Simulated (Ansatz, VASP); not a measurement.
## ZnS: VASP beside Ansatz

```xyz
4
Lattice="3.8067 0.0000 0.0000 -1.9034 3.2967 0.0000 0.0000 0.0000 6.2457" Properties=species:S:1:pos:R:3 pbc="T T T"
Zn    0.1326    2.0652    0.0337
Zn    2.0359    0.9663    3.1565
S     0.0000    2.1978    2.3710
S     1.9034    1.0989    5.4938
```

Change from the starting cell: all Zn atoms moved +0.188 Å, as atom 1 along Cartesian [1 -1 0].

Alike in both runs: task single point; functional r2SCAN; k mesh 6 × 6 × 4; occupations gaussian, width 0.05 eV; no spin polarisation.

|  | VASP | Ansatz |
| --- | --- | --- |
| version | VASP 6.6.1 | Ansatz 0.2.0 |
| potentials or method | VASP PAW PBE potentials, release 64 (Zn, S), cutoff 520 eV | scalar-relativistic, plane waves, PAW |
| valence electrons in the cell | 36 | 36 |

Ansatz gave:

```
gap on the k mesh at the Fermi level (eV)                     : 2.73
least direct gap on the mesh (eV)                             : 2.73
pressure (GPa)                                                : 1.2
traceless stress, the component that is largest in VASP (GPa) : -2.09
rms of the force components (eV/Å)                            : 0.728
```

Q: Estimate VASP's values.

A: gap on the k mesh at the Fermi level (eV): 2.74; least direct gap on the mesh (eV): 2.74; pressure (GPa): 1.3; traceless stress, the component that is largest in VASP (GPa): -2.10; rms of the force components (eV/Å): 0.736.

VASP's potentials were made for PBE, not for r2SCAN. Atom by atom the forces differ by 0.009 eV/Å (rms over components).
